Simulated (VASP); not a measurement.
# BN (F-43m) in VASP: vibrations by perturbation theory with PBE

Aim: the vibrations by perturbation theory of BN with PBE.

Program: VASP 6.6.1. These are calculated values, not measurements. Logs are shortened: lines on timing, memory, paths and dates and some standing lists are left out, and cuts for length are marked.

### 1 The cell of the first run

The structure is cubic, space group F-43m (No. 216). Conventional cell: a = 3.625 Å, b = 3.625 Å, c = 3.625 Å, α = 90.00°, β = 90.00°, γ = 90.00°. Within 2.1 Å of B (site symmetry -43m) lie 4 N at 1.57 Å. N (site symmetry -43m) has 4 B at 1.57 Å within 2.1 Å.

### 2 Vibrations by perturbation theory, PBE

INCAR reads:

```
SYSTEM = BN
PREC = Accurate
ENCUT = 600
EDIFF = 1E-8
ISMEAR = 0
SIGMA = 0.01
LREAL = .False.
LASPH = .True.
NELM = 120
ALGO = Normal
ISIF = 2
LWAVE = .False.
LCHARG = .False.
GGA = PE
NBANDS = 11
IBRION = 8
NSW = 1
LEPSILON = .True.
GGA_COMPAT = .False.
```

KPOINTS reads:

```
Automatic mesh
0
Gamma
  12 12 12
  0 0 0
```

POSCAR reads:

```
BN
1.0
    0.0000000000      1.8123491614      1.8123491614
    1.8123491614      0.0000000000      1.8123491614
    1.8123491614      1.8123491614      0.0000000000
B N
1 1
Direct
    0.0000000000      0.0000000000      0.0000000000
    0.2500000000      0.2500000000      0.2500000000
```

Potentials or basis: VASP PAW PBE potentials, release 64 (B, N).

Command:

```sh
cat potpaw_PBE.64/B/POTCAR potpaw_PBE.64/N/POTCAR > POTCAR
mpirun -np 1 vasp_std > vasp.out
```

OUTCAR:

```text
SYSTEM = BN
   PREC = Accurate
   ENCUT = 600
   EDIFF = 1E-8
   ISMEAR = 0
   LREAL = .False.
   LASPH = .True.
   NELM = 120
   ISIF = 2
   GGA = PE
   IBRION = 8
   NSW = 1
   LEPSILON = .True.

 ion  position               nearest neighbor table
   1  0.000  0.000  0.000-   2 1.57   2 1.57   2 1.57   2 1.57
   2  0.250  0.250  0.250-   1 1.57   1 1.57   1 1.57   1 1.57

  LATTYP: Found a face centered cubic cell.
 ALAT       =     3.6246983228

  Lattice vectors:

 A1 = (   0.0000000000,   1.8123491614,   1.8123491614)
 A2 = (   1.8123491614,   0.0000000000,   1.8123491614)
 A3 = (   1.8123491614,   1.8123491614,   0.0000000000)

Analysis of symmetry for initial positions (statically):
=====================================================================
 Subroutine PRICEL returns:
 Original cell was already a primitive cell.

 Routine SETGRP: Setting up the symmetry group for a
 face centered cubic supercell.

 Subroutine GETGRP returns: Found 24 space group operations
 (whereof 24 operations were pure point group operations)
 out of a pool of 48 trial point group operations.

The static configuration has the point symmetry T_d .

Analysis of symmetry for dynamics (positions and initial velocities):
=====================================================================
 Subroutine PRICEL returns:
 Original cell was already a primitive cell.

 Routine SETGRP: Setting up the symmetry group for a
 face centered cubic supercell.

 Subroutine GETGRP returns: Found 24 space group operations
 (whereof 24 operations were pure point group operations)
 out of a pool of 48 trial point group operations.

The dynamic configuration has the point symmetry T_d .

 Subroutine INISYM returns: Found 24 space group operations
 (whereof 24 operations are pure point group operations),
 and found     1 'primitive' translations

----------------------------------------------------------------------------------------

                                     Primitive cell

  volume of cell :      11.9057

  direct lattice vectors                    reciprocal lattice vectors
     0.000000000  1.812349161  1.812349161    -0.275885028  0.275885028  0.275885028
     1.812349161  0.000000000  1.812349161     0.275885028 -0.275885028  0.275885028
     1.812349161  1.812349161  0.000000000     0.275885028  0.275885028 -0.275885028

  length of vectors
     2.563048764  2.563048764  2.563048764     0.477846886  0.477846886  0.477846886

  position of ions in fractional coordinates (direct lattice)
     0.000000000  0.000000000  0.000000000
     0.250000000  0.250000000  0.250000000

  ion indices of the primitive-cell ions
   primitive index   ion index
                 1           1
                 2           2

----------------------------------------------------------------------------------------

 KPOINTS: Automatic mesh

Automatic generation of k-mesh.
 Grid dimensions read from file:
 generate k-points for:   12   12   12

 Generating k-lattice:

[... 484 lines left out ...]

 Free energy of the ion-electron system (eV)
  ---------------------------------------------------
  ---------------------------------------------------
  free energy    TOTEN  =        -0.12867092 eV

  energy without entropy =       -0.12867092

------------------------ aborting loop because EDIFF is reached ----------------------------------------

--------------------------------------- Ionic step        2  -------------------------------------------

------------------------ aborting loop because EDIFF is reached ----------------------------------------

--------------------------------------- Ionic step        3  -------------------------------------------

------------------------ aborting loop because EDIFF is reached ----------------------------------------

 PIEZOELECTRIC TENSOR FIELD DIRECTION 3  (e Angst)
 -----------------------------------------------------------------------------
    -0.00032 -0.77130  0.00000           ( -0.00000 -0.00440  0.00000)
    -0.77130 -0.00032  0.00000           ( -0.00440 -0.00000  0.00000)
     0.00000  0.00000  0.00025           (  0.00000  0.00000 -0.00000)

 PIEZOELECTRIC TENSOR FIELD DIRECTION 3  (C/m^2)
 -----------------------------------------------------------------------------
    -0.00043 -1.03795  0.00000
    -1.03795 -0.00043  0.00000
     0.00000  0.00000  0.00033

--------------------------------------- Ionic step        4  -------------------------------------------

------------------------ aborting loop because EDIFF is reached ----------------------------------------

[... ionic steps 5 to 6 ...]

--------------------------------------- Ionic step        7  -------------------------------------------

 Free energy of the ion-electron system (eV)
  ---------------------------------------------------
  ---------------------------------------------------
  free energy    TOTEN  =        -0.23046345 eV

  energy without entropy =       -0.23046345

------------------------ aborting loop because EDIFF is reached ----------------------------------------

 INTERNAL STRAIN TENSOR  FOR ION    2  DIRECTION 1   (eV/Angst):
 -----------------------------------------------------------------------------
    -0.01435  0.00000  0.00000
     0.00000  0.00824 -1.43127
     0.00000 -1.43127  0.00824

 MACROSCOPIC STATIC DIELECTRIC TENSOR (including local field effects in DFT)
 ------------------------------------------------------
           4.614240     0.000000    -0.000000
          -0.000000     4.614240     0.000000
           0.000000     0.000000     4.614240
 ------------------------------------------------------

 PIEZOELECTRIC TENSOR (including local field effects)  for field in x, y, z        (e  Angst)
          XX          YY          ZZ          XY          YZ          ZX
  --------------------------------------------------------------------------------
  x    -0.00000     0.00000    -0.00000     0.00000    -0.77161     0.00000
  y     0.00000     0.00000    -0.00000     0.00000     0.00000    -0.77161
  z     0.00000    -0.00000     0.00000    -0.77161     0.00000     0.00000

 PIEZOELECTRIC TENSOR (including local field effects)  for field in x, y, z        (C/m^2)
          XX          YY          ZZ          XY          YZ          ZX
  --------------------------------------------------------------------------------
  x    -0.00000     0.00000    -0.00000     0.00000    -1.03837     0.00000
  y     0.00000     0.00000    -0.00000     0.00000     0.00000    -1.03837
  z     0.00000    -0.00000     0.00000    -1.03837     0.00000     0.00000

 BORN EFFECTIVE CHARGES (including local field effects) (in |e|, cummulative output)
 ---------------------------------------------------------------------------------
 ion    1
    1     1.91101    -0.00000     0.00000
    2     0.00000     1.91101     0.00000
    3    -0.00000    -0.00000     1.91101
 ion    2
    1    -1.91101     0.00000     0.00000
    2     0.00000    -1.91101    -0.00000
    3     0.00000     0.00000    -1.91101

 INTERNAL STRAIN TENSOR FOR ION    2 for displacements in x,y,z  (eV/Angst):
          X           Y           Z          XY          YZ          ZX
  --------------------------------------------------------------------------------
  x     0.00000     0.00000     0.00000     0.00000    -1.43127     0.00000
  y     0.00000     0.00000     0.00000     0.00000     0.00000    -1.43127
  z     0.00000     0.00000     0.00000    -1.43127     0.00000     0.00000

 SECOND DERIVATIVES (NOT SYMMETRIZED)
 ------------------------------------
               1X          1Y          1Z          2X          2Y          2Z
  1X   -23.780894    0.000000    0.000000   23.780894    0.000000    0.000000
  1Y     0.000000  -23.780894    0.000000    0.000000   23.780894    0.000000
  1Z     0.000000    0.000000  -23.780894    0.000000    0.000000   23.780894
  2X    23.783151    0.000000    0.000000  -23.783151    0.000000    0.000000
  2Y     0.000000   23.783151    0.000000    0.000000  -23.783151    0.000000
  2Z     0.000000    0.000000   23.783151    0.000000    0.000000  -23.783151

 Eigenvectors and eigenvalues of the dynamical matrix
 ----------------------------------------------------

   1 f  =   30.866843 THz   193.942096 2PiTHz 1029.607066 cm-1   127.654949 meV
             X         Y         Z           dx          dy          dz
      0.000000  0.000000  0.000000     0.000000    0.751172    0.000000
      0.906175  0.906175  0.906175     0.000000   -0.660106    0.000000
[... 21 lines left out ...]
   6 f/i=    0.000726 THz     0.004562 2PiTHz    0.024220 cm-1     0.003003 meV
             X         Y         Z           dx          dy          dz
      0.000000  0.000000  0.000000     0.000000    0.000000   -0.660106
      0.906175  0.906175  0.906175     0.000000    0.000000   -0.751172

--------------------------------------------------------------------------------------------------------

 MACROSCOPIC STATIC DIELECTRIC TENSOR IONIC CONTRIBUTION
 ------------------------------------------------------
           2.333919    -0.000000     0.000000
          -0.000000     2.333919     0.000000
           0.000000     0.000000     2.333919
 ------------------------------------------------------

 ELASTIC MODULI CONTR FROM IONIC RELAXATION (kBar)
 Direction    XX          YY          ZZ          XY          YZ          ZX
 --------------------------------------------------------------------------------
 XX          -0.0000      0.0000      0.0000      0.0000     -0.0000      0.0000
 YY           0.0000     -0.0000     -0.0000      0.0000      0.0000      0.0000
 ZZ           0.0000     -0.0000     -0.0000     -0.0000      0.0000      0.0000
 XY           0.0000      0.0000     -0.0000    -10.1935     -0.0000     -0.0000
 YZ          -0.0000      0.0000      0.0000     -0.0000    -10.1935      0.0000
 ZX           0.0000      0.0000      0.0000     -0.0000      0.0000    -10.1935
 --------------------------------------------------------------------------------

 PIEZOELECTRIC TENSOR IONIC CONTR  for field in x, y, z        (C/m^2)
          XX          YY          ZZ          XY          YZ          ZX
  --------------------------------------------------------------------------------
  x     0.00000    -0.00000    -0.00000     0.00000     0.14514    -0.00000
  y    -0.00000    -0.00000    -0.00000     0.00000    -0.00000     0.14514
  z    -0.00000    -0.00000     0.00000     0.14514     0.00000     0.00000
```

Run time: 4.9 min. Hardware: 1 thread of Intel Xeon 8259CL, shared host; peak memory 0.22 GiB.

Results:

```yaml
Electronic_dielectric_tensor_diagonal: 4.61
Born_charges_mean_of_the_diagonal: B +1.91; N -1.91 e
Highest_phonon_frequency_at_Γ_LO-TO_splitting_left_out: 1030 cm⁻¹
```

Phonon frequencies in cm⁻¹ (negative: imaginary):
```tsv
q point	frequencies
(0.000, 0.000, 0.000)	0 0 0 1030 1030 1030
```

Electronic dielectric tensor:
```
4.61 0.00 0.00
0.00 4.61 0.00
0.00 0.00 4.61
```

Born effective charge tensors (e):
atom 1, B
```
1.91 0.00 0.00
0.00 1.91 0.00
0.00 0.00 1.91
```
atom 2, N
```
-1.91  0.00  0.00
 0.00 -1.91  0.00
 0.00  0.00 -1.91
```
